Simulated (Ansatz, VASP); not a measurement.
# Two plane-wave programs on BePt

```
Be Pt
1.0
     0.00000    2.28249    2.28249
     2.28249    0.00000    2.28249
     2.28249    2.28249    0.00000
Be Pt
1 1
Cartesian
  0.0000 0.0000 0.0000
  2.2825 2.2825 2.2825
```

Change from the starting cell: species swapped into the KBr type (Fm-3m, No. 225).

Alike in both runs: task single point; functional PBE; k mesh 6 × 6 × 6; occupations gaussian, width 0.1 eV; no spin polarisation.

|  | VASP | Ansatz |
| --- | --- | --- |
| version | VASP 6.6.1 | Ansatz 0.2.0 |
| potentials or method | VASP PAW PBE potentials, release 64 (Be, Pt), cutoff 520 eV | scalar-relativistic, plane waves, PAW |
| valence electrons in the cell | 12 | 20 |

```tsv
	VASP	Ansatz	Ansatz less VASP
gap on the k mesh at the Fermi level (eV)	none	none	-
pressure (GPa)	12.7	12.6	-0.01
```

A gap of «none» marks a metal or a gap that the smearing closes. VASP's potentials hold 12 valence electrons a cell and Ansatz's 20, so a difference there can come from the potentials and not from the codes.

The k mesh is coarse, so the values compare programs but aren't converged. Spin-orbit coupling is off throughout.
